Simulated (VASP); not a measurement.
# Co (P-1) in VASP: further runs

The runs below take Co through single point, with PBE.

Everything below comes from runs of VASP 6.6.1. Logs are shortened: lines on timing, memory, paths and dates and some standing lists are left out, and cuts for length are marked.

## Step 1: The cell of the first run

The typed cell holds 1 atom: a = 2.425 Å, b = 2.437 Å, c = 2.401 Å, α = 107.69°, β = 110.08°, γ = 109.82°.

## Step 2: Single point, PBE, collinear spin, ferromagnetic start

INCAR reads:

```
SYSTEM = Co
PREC = Accurate
ENCUT = 520
EDIFF = 1E-6
ISMEAR = -1
SIGMA = 0.05
LREAL = .False.
LASPH = .True.
NELM = 150
ALGO = Normal
ISIF = 2
LWAVE = .False.
LCHARG = .False.
ISPIN = 2
MAGMOM = 3
LORBIT = 11
NUPDOWN = 3.0
LMAXMIX = 4
GGA = PE
NBANDS = 14
```

KPOINTS reads:

```
Automatic mesh
0
Gamma
  11 11 11
  0 0 0
```

POSCAR reads:

```
Co
1.0
   -1.4145745000      1.3929095500      1.3921574700
    1.4429802800     -1.3751271500      1.4027808400
    1.4112696000      1.3718222500     -1.3743750600
Co
1
Direct
    0.0000000000      0.0000000000      0.0000000000
```

Potentials or basis: VASP PAW PBE potentials, release 64 (Co).

Run with:

```
cat potpaw_PBE.64/Co/POTCAR > POTCAR
mpirun -np 1 vasp_std > vasp.out
```

OUTCAR:

```text
SYSTEM = Co
   PREC = Accurate
   ENCUT = 520
   EDIFF = 1E-6
   ISMEAR = -1
   LREAL = .False.
   LASPH = .True.
   NELM = 150
   ISIF = 2
   ISPIN = 2
   LORBIT = 11
   NUPDOWN = 3.0
   GGA = PE

 ion  position               nearest neighbor table
   1  0.000  0.000  0.000-

  LATTYP: Found a triclinic cell.
 ALAT       =     6.1639271409
 B/A-ratio  =     0.6337387412
 C/A-ratio  =     0.3933743782
 COS(alpha) =     0.0005142480
 COS(beta)  =     0.2599597309
 COS(gamma) =     0.9471042428

  Lattice vectors:

 A1 = (  -0.0350155800,   5.5116812000,  -2.7593734900)
 A2 = (  -0.0317106800,   2.7469494000,  -2.7771559000)
 A3 = (  -1.4145745000,   1.3929095500,   1.3921574700)

Analysis of symmetry for initial positions (statically):
=====================================================================
 Subroutine PRICEL returns:
 Original cell was already a primitive cell.

 Routine SETGRP: Setting up the symmetry group for a
 triclinic supercell.

 Subroutine GETGRP returns: Found  2 space group operations
 (whereof  2 operations were pure point group operations)
 out of a pool of  2 trial point group operations.

The static configuration has the point symmetry S_2 .

Analysis of symmetry for dynamics (positions and initial velocities):
=====================================================================
 Subroutine PRICEL returns:
 Original cell was already a primitive cell.

 Routine SETGRP: Setting up the symmetry group for a
 triclinic supercell.

 Subroutine GETGRP returns: Found  2 space group operations
 (whereof  2 operations were pure point group operations)
 out of a pool of  2 trial point group operations.

The dynamic configuration has the point symmetry S_2 .

Analysis of structural, dynamic, and magnetic symmetry:
=====================================================================
 Subroutine PRICEL returns:
 Original cell was already a primitive cell.

 Routine SETGRP: Setting up the symmetry group for a
 triclinic supercell.

 Subroutine GETGRP returns: Found  2 space group operations
 (whereof  2 operations were pure point group operations)
 out of a pool of  2 trial point group operations.

The overall configuration has the point symmetry S_2 .

 Subroutine INISYM returns: Found  2 space group operations
 (whereof  2 operations are pure point group operations),
 and found     1 'primitive' translations

----------------------------------------------------------------------------------------

                                     Primitive cell

  volume of cell :      11.0262

  direct lattice vectors                    reciprocal lattice vectors
    -1.414574500  1.392909550  1.392157470    -0.003122163  0.359408250  0.355534697
     1.442980280 -1.375127150  1.402780840     0.346826794 -0.001864074  0.354276607
     1.411269600  1.371822250 -1.374375060     0.350832501  0.362155868 -0.005869779

  length of vectors
     2.424731006  2.437408635  2.400517647     0.505558067  0.495786461  0.504256652

  position of ions in fractional coordinates (direct lattice)
     0.000000000  0.000000000  0.000000000

  ion indices of the primitive-cell ions
   primitive index   ion index
                 1           1

----------------------------------------------------------------------------------------

 KPOINTS: Automatic mesh

Automatic generation of k-mesh.
 Grid dimensions read from file:
 generate k-points for:   11   11   11

 Generating k-lattice:

  Cartesian coordinates                     Fractional coordinates (reciprocal lattice)
    -0.000283833  0.032673477  0.032321336     0.090909091 -0.000000000  0.000000000
     0.031529709 -0.000169461  0.032206964    -0.000000000  0.090909091  0.000000000
     0.031893864  0.032923261 -0.000533616     0.000000000 -0.000000000  0.090909091

  Length of vectors
     0.045959824  0.045071496  0.045841514

  Shift w.r.t. Gamma in fractional coordinates (k-lattice)
     0.000000000  0.000000000  0.000000000

 Subroutine IBZKPT returns following result:
 ===========================================

 Found    666 irreducible k-points:

 Following reciprocal coordinates:
            Coordinates               Weight
  0.000000  0.000000  0.000000      1.000000
  0.090909  0.000000  0.000000      2.000000
  0.181818  0.000000  0.000000      2.000000
  0.272727  0.000000  0.000000      2.000000
  0.363636 -0.000000  0.000000      2.000000
  0.454545  0.000000  0.000000      2.000000
[... 16 lines left out ...]
  0.454545  0.181818  0.000000      2.000000
 -0.454545  0.181818 -0.000000      2.000000
 [... further k-points ...]
   k-points           NKPTS =    666   k-points in BZ     NKDIM =    666   number of bands    NBANDS=     14
   number of dos      NEDOS =    301   number of ions     NIONS =      1
   total plane-waves  NPLWV =   5832
   dimension x,y,z NGX =    18 NGY =   18 NGZ =   18
   dimension x,y,z NGXF=    36 NGYF=   36 NGZF=   36
   ions per type =               1
   NGX,Y,Z   is equivalent  to a cutoff of  12.34, 12.28, 12.47 a.u.
   NGXF,Y,Z  is equivalent  to a cutoff of  24.68, 24.55, 24.93 a.u.
 SYSTEM =  Co
   PREC   = accura    normal or accurate (medium, high low for compatibility)
   ISTART =      0    job   : 0-new  1-cont  2-samecut
   ICHARG =      2    charge: 1-file 2-atom 10-const
   ISPIN  =      2    spin polarized calculation?
   LNONCOLLINEAR =      F non collinear calculations
   LSORBIT =      F    spin-orbit coupling
   LASPH  =      T    aspherical Exc in radial PAW
   ENCUT  =  520.0 eV  38.22 Ry    6.18 a.u.   4.51  4.53  4.46*2*pi/ulx,y,z
   NELM   =    150;   NELMIN=  2; NELMDL= -5     # of ELM steps
   EDIFF  = 0.1E-05   stopping-criterion for ELM
   LREAL  =      F    real-space projection
   EDIFFG = 0.1E-04   stopping-criterion for IOM
   NSW    =      0    number of steps for IOM
   IBRION =     -1    ionic relax: 0-MD 1-quasi-New 2-CG
   NFREE  =      0    steps in history (QN), initial steepest desc. (CG)
   ISIF   =      2    stress and relaxation
   ISYM   =      2    0-nonsym 1-usesym 2-fastsym
   POTIM  = 0.5000    time-step for ionic-motion
   TEBEG  =    0.0;   TEEND  =   0.0 temperature during run
   PSTRESS=    0.0 pullay stress
   NELECT =       9.0000    total number of electrons
   NUPDOWN=       3.0000    fix difference up-down
   EMIN   =  10.00;   EMAX   =-10.00  energy-range for DOS
   EFERMI =   0.00;   METHOD = LEGACY
   ISMEAR =    -1;   SIGMA  =   0.05  broadening in eV -4-tet -1-fermi 0-gaus
   EFERMI_NEDOS =   21; number of points for ismear=-14 and -15
   IALGO  =     38    algorithm
   IMIX   =      4    mixing-type and parameters
     AMIX     =   0.40;   BMIX     =  1.00
     AMIX_MAG =   1.60;   BMIX_MAG =  1.00
  volume/ion in A,a.u.               =      11.03        74.41
  Fermi-wavevector in a.u.,A,eV,Ry     =   1.529962  2.891209 31.848306  2.340784
  Thomas-Fermi vector in A             =   2.637511
   LORBIT       =     11    0 simple, 1 ext, 2 COOP (PROOUT), +10 PAW based schemes
   GGA     = PE    functional components
   LHFCALC =     F    Hartree Fock is set to
   AEXX    =    0.0000 exact exchange contribution
   IVDW    =     0    specifies the selected vdW correction
   LEPSILON=     F    determine dielectric tensor
   LRPA    =     F    only Hartree local field effects (RPA)
 spin polarized calculation
  energy-cutoff  :      520.00
  volume of cell :       11.03
 maximum number of plane-waves:       321
 NGX is ok and might be reduce to    18
   NGX =  9   NGY =  9   NGZ =  9

 number of electron       9.0000000 magnetization       3.0000000

 Free energy of the ion-electron system (eV)
  ---------------------------------------------------
  ext. energy  EPLUGINS =         0.00000000
  ---------------------------------------------------
  free energy    TOTEN  =        -5.29290395 eV

  energy without entropy =       -5.28724555  energy(sigma->0) =       -5.29007475

 E-fermi :   9.4113     XC(G=0): -13.3807

 val. band max:       16.0472094215   @ k =  -0.0000   0.4545   0.0000
 cond. band min:       9.4160457227   @ k =  -0.2727  -0.1818   0.1818
 fundamental gap:     -6.6311636988
 Fermi energy:        16.0602297598

 spin component 1

 k-point     1 :       0.0000    0.0000    0.0000
  band No.  band energies     occupation
      1       0.7474      1.00000
      2       6.1053      1.00000
      3       6.1967      1.00000
      4       6.3318      1.00000
      5       7.1711      1.00000
      6       7.2875      1.00000
      7      34.6051      0.00000
      8      35.3036      0.00000
      9      35.6015      0.00000
     10      39.8603      0.00000
     11      40.4342      0.00000
     12      41.3135      0.00000
     13      41.8542      0.00000
     14      42.1020      0.00000
[... 375 lines left out ...]
 k-point    24 :      -0.4545    0.1818   -0.0000
  band No.  band energies     occupation
      1       4.5566      1.00000
      2       5.3923      1.00000
      3       6.1449      1.00000
      4       7.2188      1.00000
      5       7.6486      1.00000
      6       9.7873      1.00000
      7      20.2363      0.00000
      8      23.0299      0.00000
      9      29.8258      0.00000
     10      35.6083      0.00000
     11      40.3873      0.00000
     12      42.2598      0.00000
     13      44.1344      0.00000
     14      48.2963      0.00000

 [... further k-points ...]

 spin component 2

 k-point     1 :       0.0000    0.0000    0.0000
  band No.  band energies     occupation
      1       1.7018      1.00000
      2       8.5540      1.00000
      3       8.6754      1.00000
      4       8.8543      0.99999
      5      10.4213      0.00000
      6      10.5978      0.00000
      7      35.3344      0.00000
      8      36.0379      0.00000
      9      36.3416      0.00000
     10      41.0242      0.00000
     11      41.5100      0.00000
     12      42.9012      0.00000
     13      43.1233      0.00000
     14      43.3789      0.00000
[... 375 lines left out ...]
 k-point    24 :      -0.4545    0.1818   -0.0000
  band No.  band energies     occupation
      1       6.3200      1.00000
      2       7.7365      1.00000
      3       8.2814      1.00000
      4      10.2872      0.00000
      5      10.7936      0.00000
      6      12.0434      0.00000
      7      21.7383      0.00000
      8      24.3661      0.00000
      9      31.0232      0.00000
     10      36.6516      0.00000
     11      41.5362      0.00000
     12      43.7956      0.00000
     13      48.7495      0.00000
     14      49.8474      0.00000

 [... further k-points ...]

------------------------ aborting loop because EDIFF is reached ----------------------------------------

  FORCE on cell =-STRESS in cart. coord.  units (eV):
  Direction    XX          YY          ZZ          XY          YZ          ZX
  --------------------------------------------------------------------------------------
  -------------------------------------------------------------------------------------
  Total        2.4819329      2.4681733      2.5328695      0.0271705     -0.1170415     -0.1509515
  in kB      360.6415461    358.6421847    368.0429727      3.9480582    -17.0069132    -21.9342649
  external PRESSURE =     362.4422345 kB  Pullay stress =       0.0000000 kB

 VOLUME and BASIS-vectors are now :
 -----------------------------------------------------------------------------
  energy-cutoff  :      520.00
  volume of cell :       11.03
      direct lattice vectors                 reciprocal lattice vectors
    -1.414574500  1.392909550  1.392157470    -0.003122163  0.359408250  0.355534697
     1.442980280 -1.375127150  1.402780840     0.346826794 -0.001864074  0.354276607
     1.411269600  1.371822250 -1.374375060     0.350832501  0.362155868 -0.005869779

 POSITION                                       TOTAL-FORCE (eV/Angst)
 -----------------------------------------------------------------------------------
      0.00000      0.00000      0.00000        -0.000000      0.000000      0.000000
 -----------------------------------------------------------------------------------
    total drift:                                0.000000      0.000000     -0.000000

  FREE ENERGIE OF THE ION-ELECTRON SYSTEM (eV)
  ---------------------------------------------------
  free  energy   TOTEN  =        -5.2929039546 eV

  energy  without entropy=       -5.2872455492  energy(sigma->0) =       -5.29007475

 total charge

# of ion       s       p       d       tot
------------------------------------------
    1        0.526   0.681   6.971   8.178

 magnetization (x)

# of ion       s       p       d       tot
------------------------------------------
    1        0.063   0.206   2.602   2.872
```

Wall time 3 min (1 thread of Intel Xeon 8259CL, shared host); peak memory 0.27 GiB.

Results:

* Free energy: -5.2929 eV
* Pressure: 36.2 GPa
* Net moment: 3.00 μB per cell
* Site moments: Co +2.87 μB
* Valence electrons inside the program's atomic spheres: Co 8.18

Caveat: the cell stands under pressure; the total moment is fixed, so each spin has its own Fermi level.

## Step 3: Single point, PBE, collinear spin, ferromagnetic start

INCAR reads:

```
PREC     = Accurate       # precision mode
ENCUT    = 520            # plane-wave cutoff, eV
EDIFF    = 1E-6           # SCF threshold, eV
ISMEAR   = -1             # smearing method
SIGMA    = 0.05           # smearing width, eV
LREAL    = False          # projectors in reciprocal space
LASPH    = True           # aspherical terms in the spheres
NELM     = 150            # most SCF steps
ALGO     = Normal         # electronic algorithm
ISIF     = 2              # what is computed and relaxed
LWAVE    = False          # write WAVECAR
LCHARG   = True           # write CHGCAR
ISPIN    = 2              # spin polarisation
MAGMOM   = 4              # initial moments
LORBIT   = 11             # projections on sites
NUPDOWN  = 4.0            # fixed moment
LMAXMIX  = 4              # l up to which the mixer works
GGA      = PE             # functional
LELF     = True           # ELF
LVHAR    = True         
NBANDS   = 14             # bands
```

KPOINTS reads:

```
Automatic mesh
0
Gamma
  11 11 11
```

POSCAR is that of step 2.

Potentials or basis: VASP PAW PBE potentials, release 64 (Co).

Run with:

```
cat potpaw_PBE.64/Co/POTCAR > POTCAR
mpirun -np 1 vasp_std > vasp.out
```

It took 3.7 min on 1 thread of Intel Xeon 8259CL, shared host; peak memory 0.26 GiB.

It converged, with:

| Item | Value |
| --- | --- |
| Free energy | -1.1247 eV |
| Pressure | 100.8 GPa |
| Net moment | 4.00 μB per cell |
| Site moments | Co +3.72 μB |
| Valence electrons inside the program's atomic spheres | Co 8.15 |

Stress tensor (GPa, compression positive):
```
103.59   0.00  -1.29
  0.00  99.06  -0.37
 -1.29  -0.37  99.85
```

Caveat: the cell stands under pressure; the total moment is fixed, so each spin has its own Fermi level.
